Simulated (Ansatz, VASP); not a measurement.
# Two plane-wave programs on P

```
P
1.0
     2.64609    0.00000    0.00000
    -1.32304    2.29158    0.00000
     0.00000    0.00000    5.10139
P
2
Cartesian
  0.0000 0.0000 1.1550
  0.0000 0.0000 3.9464
```

Alike in both runs: functional PBE; k mesh 9 × 9 × 4; occupations gaussian, width 0.1 eV; no spin polarisation.

Ansatz relaxed the structure, and its values are those at the end. VASP's run is a single point on that final structure, the one shown.

```csv
,VASP,Ansatz
version,VASP 6.6.1,Ansatz 0.2.0
potentials or method,"VASP PAW PBE potentials, release 64 (P), cutoff 520 eV","scalar-relativistic, plane waves, PAW"
valence electrons in the cell,10,10
```

|  | VASP | Ansatz | Ansatz less VASP |
| --- | --- | --- | --- |
| gap on the k mesh at the Fermi level (eV) | none | none | - |
| pressure (GPa) | -0.3 | -0.1 | +0.22 |
| rms of the force components (eV/Å) | 0.021 | 0.000 | -0.0210 |

A gap of «none» marks a metal or a gap that the smearing closes.
